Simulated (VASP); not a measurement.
Mg, 2 atoms in the cell. The cell holds a wire with vacuum, 2 atoms: a = 11.600 Å, b = 9.300 Å, c = 3.040 Å, α = 90.00°, β = 90.00°, γ = 90.00°. 

* Program: VASP 6.6.1
* Task: single point
* Functional: PBE
* Potentials or basis: VASP PAW PBE potentials, release 64 (Mg)
* Cutoff: 520 eV
* k mesh: 1 × 1 × 21
* Occupations: gaussian, width 0.05 eV
* Spin: collinear spin, ferromagnetic start
* Starting moments: [0.5, 0.5] μB
* Dipole correction: no
* Further INCAR settings: ALGO = Normal; EDIFF = 1e-06; NBANDS = 13

Potentials or basis: VASP PAW PBE potentials, release 64 (Mg).

Run with:

```sh
$ cat potpaw_PBE.64/Mg/POTCAR > POTCAR
$ mpirun -np 1 vasp_std > vasp.out
```

Hardware: 1 thread of Intel(R) Xeon(R) Platinum 8259CL CPU @ 2.50GHz (Skylake/Cascade Lake) (shared host).

Problem. Estimate the wall time of this run.

Solution. Run time: 2.3 min on 1 thread of Intel(R) Xeon(R) Platinum 8259CL CPU @ 2.50GHz (Skylake/Cascade Lake) (shared host), peak memory 0.49 GiB. Counts: scf iterations 19, k points 11.
